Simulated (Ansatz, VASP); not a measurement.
KSb3: VASP beside Ansatz

```
K Sb
1.0
     4.89819    0.00000    0.00000
     0.00000    4.89819    0.00000
     0.00000    0.00000    4.89819
K Sb
1 3
Direct
  0.00000 0.00000 0.00000
  0.00000 0.50000 0.50000
  0.50000 0.00000 0.50000
  0.50000 0.50000 0.00000
```

Alike in both runs: task single point; functional PBE; k mesh 4 × 4 × 4; occupations gaussian, width 0.1 eV; no spin polarisation.

|  | VASP | Ansatz |
| --- | --- | --- |
| version | VASP 6.6.1 | Ansatz 0.2.0 |
| potentials or method | VASP PAW PBE potentials, release 64 (K_sv, Sb), cutoff 520 eV | scalar-relativistic, plane waves, PAW |
| valence electrons in the cell | 24 | 54 |

|  | VASP | Ansatz | Ansatz less VASP |
| --- | --- | --- | --- |
| gap on the k mesh at the Fermi level (eV) | none | none | - |
| pressure (GPa) | -0.2 | -0.2 | +0.01 |

A gap of «none» marks a metal or a gap that the smearing closes. With one functional, cell and mesh, what is left measures potentials, basis and numerics. VASP's potentials hold 24 valence electrons a cell and Ansatz's 54, so a difference there can come from the potentials and not from the codes.

Spin-orbit coupling is off throughout.
